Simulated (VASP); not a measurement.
# Li2SnF4 (P3m1) in VASP: single point with PBE

Aim: the single point of Li2SnF4 with PBE.

All numbers are computed with VASP 6.6.1; they aren't measurements. Logs are shortened: lines on timing, memory, paths and dates and some standing lists are left out, and cuts for length are marked.

**1. The cell of the first run**

The structure is trigonal, space group P3m1 (No. 156). The conventional cell has a = 3.893 Å, b = 3.893 Å, c = 9.052 Å, α = 90.00°, β = 90.00°, γ = 120.00°. Li (site symmetry 3m) has 5 F at 1.93 to 2.25 Å within 2.6 Å. Within 2.3 Å of Li (site symmetry 3m) lie 4 F at 1.72 to 2.27 Å. Sn (site symmetry 3m) has 4 F at 1.99 to 2.27 Å within 2.6 Å. Within 3.1 Å of F (site symmetry 3m) lie 4 Li at 2.20 to 2.27 Å and 1 Sn at 2.93 Å and 3 F at 3.03 Å. F (site symmetry 3m) has 1 Li at 1.93 Å and 1 Sn at 1.99 Å within 2.6 Å. F (site symmetry 3m) has 4 Li at 1.72 to 2.25 Å within 2.3 Å. Within 3.0 Å of F (site symmetry 3m) lie 3 Sn at 2.27 Å and 3 F at 2.82 Å.

**2. Single point, PBE**

The input, INCAR:

```
PREC = Accurate
ENCUT = 520
EDIFF = 1E-7
ISMEAR = 0
SIGMA = 0.02
LREAL = F
LASPH = T
NELM = 80
ALGO = Normal
ISIF = 2
LWAVE = F
LCHARG = F
GGA = PE
NBANDS = 33
```

The input, KPOINTS:

```
Automatic mesh
0
Gamma
  12 12 4
```

The input, POSCAR:

```
Li2SnF4
1.0
    3.8928507946      0.0000000000      0.0000000000
   -1.9464253973      3.3713076813      0.0000000000
    0.0000000000      0.0000000000      9.0524378807
Li Sn F
2 1 4
Direct
    0.3333333333      0.6666666667      0.4891963870
    0.6666666667      0.3333333333      0.2799919229
    0.3333333333      0.6666666667      0.9221240887
    0.3333333333      0.6666666667      0.2460650463
    0.3333333333      0.6666666667      0.7018559047
    0.6666666667      0.3333333333      0.4704397260
    0.6666666667      0.3333333333      0.8903269243
```

Potentials or basis: VASP PAW PBE potentials, release 64 (Li_sv, Sn_d, F).

The run is started by

```console
$ cat potpaw_PBE.64/Li_sv/POTCAR potpaw_PBE.64/Sn_d/POTCAR potpaw_PBE.64/F/POTCAR > POTCAR
$ mpirun -np 1 vasp_std > vasp.out
```

OUTCAR:

```text
PREC = Accurate
   ENCUT = 520
   EDIFF = 1E-7
   ISMEAR = 0
   LREAL = F
   LASPH = T
   NELM = 80
   ISIF = 2
   GGA = PE

 ion  position               nearest neighbor table
   1  0.333  0.667  0.489-   5 1.93   4 2.20   6 2.25   6 2.25   6 2.25
   2  0.667  0.333  0.280-   6 1.72
   3  0.333  0.667  0.922-   5 1.99   7 2.27   7 2.27   7 2.27
   4  0.333  0.667  0.246-   1 2.20
   5  0.333  0.667  0.702-   1 1.93   3 1.99
   6  0.667  0.333  0.470-   2 1.72   1 2.25   1 2.25   1 2.25
   7  0.667  0.333  0.890-   3 2.27   3 2.27   3 2.27

  LATTYP: Found a hexagonal cell.
 ALAT       =     3.8928507946
 C/A-ratio  =     2.3254006789

  Lattice vectors:

 A1 = (   3.8928507946,   0.0000000000,   0.0000000000)
 A2 = (  -1.9464253973,   3.3713076813,   0.0000000000)
 A3 = (   0.0000000000,   0.0000000000,   9.0524378807)

Analysis of symmetry for initial positions (statically):
=====================================================================
 Subroutine PRICEL returns:
 Original cell was already a primitive cell.

 Routine SETGRP: Setting up the symmetry group for a
 hexagonal supercell.

 Subroutine GETGRP returns: Found  6 space group operations
 (whereof  6 operations were pure point group operations)
 out of a pool of 24 trial point group operations.

The static configuration has the point symmetry C_3v.

Analysis of symmetry for dynamics (positions and initial velocities):
=====================================================================
 Subroutine PRICEL returns:
 Original cell was already a primitive cell.

 Routine SETGRP: Setting up the symmetry group for a
 hexagonal supercell.

 Subroutine GETGRP returns: Found  6 space group operations
 (whereof  6 operations were pure point group operations)
 out of a pool of 24 trial point group operations.

The dynamic configuration has the point symmetry C_3v.

 Subroutine INISYM returns: Found  6 space group operations
 (whereof  6 operations are pure point group operations),
 and found     1 'primitive' translations

----------------------------------------------------------------------------------------

                                     Primitive cell

  volume of cell :     118.8042

  direct lattice vectors                    reciprocal lattice vectors
     3.892850795  0.000000000  0.000000000     0.256881153  0.148310403  0.000000000
    -1.946425397  3.371307681  0.000000000     0.000000000  0.296620805  0.000000000
     0.000000000  0.000000000  9.052437881     0.000000000  0.000000000  0.110467480

  length of vectors
     3.892850795  3.892850795  9.052437881     0.296620805  0.296620805  0.110467480

  position of ions in fractional coordinates (direct lattice)
     0.333333333  0.666666667  0.489196387
     0.666666667  0.333333333  0.279991923
     0.333333333  0.666666667  0.922124089
     0.333333333  0.666666667  0.246065046
     0.333333333  0.666666667  0.701855905
     0.666666667  0.333333333  0.470439726
     0.666666667  0.333333333  0.890326924

  ion indices of the primitive-cell ions
   primitive index   ion index
                 1           1
                 2           2
                 3           3
                 4           4
                 5           5
                 6           6
                 7           7

----------------------------------------------------------------------------------------

 KPOINTS: Automatic mesh

Automatic generation of k-mesh.
 Grid dimensions read from file:
 generate k-points for:   12   12    4

 Generating k-lattice:

  Cartesian coordinates                     Fractional coordinates (reciprocal lattice)
     0.021406763  0.012359200  0.000000000     0.083333333  0.000000000  0.000000000
     0.000000000  0.024718400  0.000000000     0.000000000  0.083333333  0.000000000
     0.000000000  0.000000000  0.027616870     0.000000000  0.000000000  0.250000000

  Length of vectors
     0.024718400  0.024718400  0.027616870

  Shift w.r.t. Gamma in fractional coordinates (k-lattice)
     0.000000000  0.000000000  0.000000000

 Subroutine IBZKPT returns following result:
 ===========================================

 Found     69 irreducible k-points:

 Following reciprocal coordinates:
            Coordinates               Weight
  0.000000  0.000000  0.000000      1.000000
  0.083333  0.000000  0.000000      6.000000
  0.166667  0.000000  0.000000      6.000000
  0.250000  0.000000  0.000000      6.000000
  0.333333  0.000000  0.000000      6.000000
  0.416667  0.000000  0.000000      6.000000
[... 16 lines left out ...]
  0.166667  0.000000  0.250000      6.000000
  0.000000  0.166667  0.250000      6.000000
 [... further k-points ...]
   k-points           NKPTS =     69   k-points in BZ     NKDIM =     69   number of bands    NBANDS=     33
   number of dos      NEDOS =    301   number of ions     NIONS =      7
   total plane-waves  NPLWV =  63000
   dimension x,y,z NGX =    30 NGY =   30 NGZ =   70
   dimension x,y,z NGXF=    60 NGYF=   60 NGZF=  140
   ions per type =               2   1   4
   NGX,Y,Z   is equivalent  to a cutoff of  12.81, 12.81, 12.86 a.u.
   NGXF,Y,Z  is equivalent  to a cutoff of  25.62, 25.62, 25.71 a.u.
 SYSTEM =  unknown system
   PREC   = accura    normal or accurate (medium, high low for compatibility)
   ISTART =      0    job   : 0-new  1-cont  2-samecut
   ICHARG =      2    charge: 1-file 2-atom 10-const
   ISPIN  =      1    spin polarized calculation?
   LNONCOLLINEAR =      F non collinear calculations
   LSORBIT =      F    spin-orbit coupling
   LASPH  =      T    aspherical Exc in radial PAW
   ENCUT  =  520.0 eV  38.22 Ry    6.18 a.u.   7.24  7.24 16.83*2*pi/ulx,y,z
   NELM   =     80;   NELMIN=  2; NELMDL= -5     # of ELM steps
   EDIFF  = 0.1E-06   stopping-criterion for ELM
   LREAL  =      F    real-space projection
   EDIFFG = 0.1E-05   stopping-criterion for IOM
   NSW    =      0    number of steps for IOM
   IBRION =     -1    ionic relax: 0-MD 1-quasi-New 2-CG
   NFREE  =      0    steps in history (QN), initial steepest desc. (CG)
   ISIF   =      2    stress and relaxation
   ISYM   =      2    0-nonsym 1-usesym 2-fastsym
   POTIM  = 0.5000    time-step for ionic-motion
   TEBEG  =    0.0;   TEEND  =   0.0 temperature during run
   PSTRESS=    0.0 pullay stress
   NELECT =      48.0000    total number of electrons
   NUPDOWN=      -1.0000    fix difference up-down
   EMIN   =  10.00;   EMAX   =-10.00  energy-range for DOS
   EFERMI =   0.00;   METHOD = LEGACY
   ISMEAR =     0;   SIGMA  =   0.02  broadening in eV -4-tet -1-fermi 0-gaus
   EFERMI_NEDOS =   21; number of points for ismear=-14 and -15
   IALGO  =     38    algorithm
   IMIX   =      4    mixing-type and parameters
     AMIX     =   0.40;   BMIX     =  1.00
     AMIX_MAG =   1.60;   BMIX_MAG =  1.00
  volume/ion in A,a.u.               =      16.97       114.53
  Fermi-wavevector in a.u.,A,eV,Ry     =   1.210258  2.287056 19.928790  1.464725
  Thomas-Fermi vector in A             =   2.345810
   LORBIT       =      0    0 simple, 1 ext, 2 COOP (PROOUT), +10 PAW based schemes
   GGA     = PE    functional components
   LHFCALC =     F    Hartree Fock is set to
   AEXX    =    0.0000 exact exchange contribution
   IVDW    =     0    specifies the selected vdW correction
   LEPSILON=     F    determine dielectric tensor
   LRPA    =     F    only Hartree local field effects (RPA)
 non-spin polarized calculation
 Gauss-broadening in eV      SIGMA  =   0.02
  energy-cutoff  :      520.00
  volume of cell :      118.80
 maximum number of plane-waves:      3231
 NGX is ok and might be reduce to    30
   NGX = 15   NGY = 15   NGZ = 33

 number of electron      47.9999959 magnetization

 Free energy of the ion-electron system (eV)
  ---------------------------------------------------
  ext. energy  EPLUGINS =         0.00000000
  ---------------------------------------------------
  free energy    TOTEN  =       -31.68986366 eV

  energy without entropy =      -31.68986366  energy(sigma->0) =      -31.68986366

 E-fermi :  -0.4451     XC(G=0):  -7.7906

 val. band max:       -0.5911546367   @ k =   0.3333   0.3333   0.0000
 cond. band min:       1.7365052057   @ k =   0.5000   0.0000   0.0000
 fundamental gap:      2.3276598425
 Fermi energy:        -0.4451140984

 k-point     1 :       0.0000    0.0000    0.0000
  band No.  band energies     occupation
      1     -43.5263      2.00000
      2     -43.1385      2.00000
      3     -24.2953      2.00000
      4     -22.6437      2.00000
      5     -21.2280      2.00000
      6     -21.2280      2.00000
[... 25 lines left out ...]
     32      11.6970      0.00000
     33      11.6970      0.00000

 k-point     2 :       0.0833    0.0000    0.0000
  band No.  band energies     occupation
      1     -43.5262      2.00000
      2     -43.1384      2.00000
      3     -24.2935      2.00000
      4     -22.6426      2.00000
      5     -21.2243      2.00000
      6     -21.2156      2.00000
[... 25 lines left out ...]
     32      11.7094      0.00000
     33      11.7115      0.00000

 k-point     3 :       0.1667    0.0000    0.0000
  band No.  band energies     occupation
      1     -43.5260      2.00000
      2     -43.1383      2.00000
      3     -24.2894      2.00000
      4     -22.6399      2.00000
      5     -21.2143      2.00000
      6     -21.1806      2.00000
[... 25 lines left out ...]
     32      11.7472      0.00000
     33      11.8215      0.00000

 k-point     4 :       0.2500    0.0000    0.0000
  band No.  band energies     occupation
      1     -43.5257      2.00000
      2     -43.1381      2.00000
      3     -24.2838      2.00000
      4     -22.6360      2.00000
      5     -21.2006      2.00000
      6     -21.1299      2.00000
[... 673 lines left out ...]
     32      11.6315      0.00000
     33      11.7185      0.00000

 k-point    23 :       0.1667    0.0000    0.2500
  band No.  band energies     occupation
      1     -43.5260      2.00000
      2     -43.1383      2.00000
      3     -24.2893      2.00000
      4     -22.6399      2.00000
      5     -21.2143      2.00000
      6     -21.1806      2.00000
[... 25 lines left out ...]
     32      11.6791      0.00000
     33      11.7460      0.00000

 k-point    24 :       0.0000    0.1667    0.2500
  band No.  band energies     occupation
      1     -43.5260      2.00000
      2     -43.1383      2.00000
      3     -24.2893      2.00000
      4     -22.6399      2.00000
      5     -21.2143      2.00000
      6     -21.1806      2.00000
[... 25 lines left out ...]
     32      11.7652      0.00000
     33      11.7818      0.00000

 [... further k-points ...]

------------------------ aborting loop because EDIFF is reached ----------------------------------------

  FORCE on cell =-STRESS in cart. coord.  units (eV):
  Direction    XX          YY          ZZ          XY          YZ          ZX
  --------------------------------------------------------------------------------------
  -------------------------------------------------------------------------------------
  Total       -0.0821726     -0.0821726      0.1168311      0.0000000      0.0000000      0.0000000
  in kB       -1.1081693     -1.1081693      1.5755681      0.0000000      0.0000000      0.0000000
  external PRESSURE =      -0.2135901 kB  Pullay stress =       0.0000000 kB

 VOLUME and BASIS-vectors are now :
 -----------------------------------------------------------------------------
  energy-cutoff  :      520.00
  volume of cell :      118.80
      direct lattice vectors                 reciprocal lattice vectors
     3.892850795  0.000000000  0.000000000     0.256881153  0.148310403  0.000000000
    -1.946425397  3.371307681  0.000000000     0.000000000  0.296620805  0.000000000
     0.000000000  0.000000000  9.052437881     0.000000000  0.000000000  0.110467480

 POSITION                                       TOTAL-FORCE (eV/Angst)
 -----------------------------------------------------------------------------------
     -0.00000      2.24754      4.42842        -0.000000      0.000000      0.007427
      1.94643      1.12377      2.53461        -0.000000      0.000000     -0.053988
     -0.00000      2.24754      8.34747        -0.000000     -0.000000      0.129531
     -0.00000      2.24754      2.22749        -0.000000      0.000000      0.001327
     -0.00000      2.24754      6.35351        -0.000000     -0.000000     -0.121980
      1.94643      1.12377      4.25863         0.000000      0.000000      0.039254
      1.94643      1.12377      8.05963         0.000000     -0.000000     -0.001572
 -----------------------------------------------------------------------------------
    total drift:                               -0.000000     -0.000001     -0.004983

  FREE ENERGIE OF THE ION-ELECTRON SYSTEM (eV)
  ---------------------------------------------------
  free  energy   TOTEN  =       -31.6898636590 eV

  energy  without entropy=      -31.6898636590  energy(sigma->0) =      -31.68986366
```

Run time: 11 min. Hardware: 1 thread of Intel Xeon 8259CL, shared host; peak memory 0.39 GiB.

What came out:

- Free energy: -31.6899 eV
- Largest force: 0.130 eV/Å
- Band gap on the k mesh: 2.33 eV (least direct gap 2.54 eV)

Forces in eV/Å, atoms in the order of the input:
```
Li   0.000  0.000  0.007
Li   0.000  0.000 -0.054
Sn   0.000  0.000  0.130
F    0.000  0.000  0.001
F    0.000  0.000 -0.122
F    0.000  0.000  0.039
F    0.000  0.000 -0.002
```

Caveat: the cutoff is under 1.25 times the usual one of these potentials, so pressure, stress and relaxed cells hold a basis-set (Pulay) error; spin-orbit coupling is left out, which moves the levels of the heavy elements. A k mesh can miss the band edges.
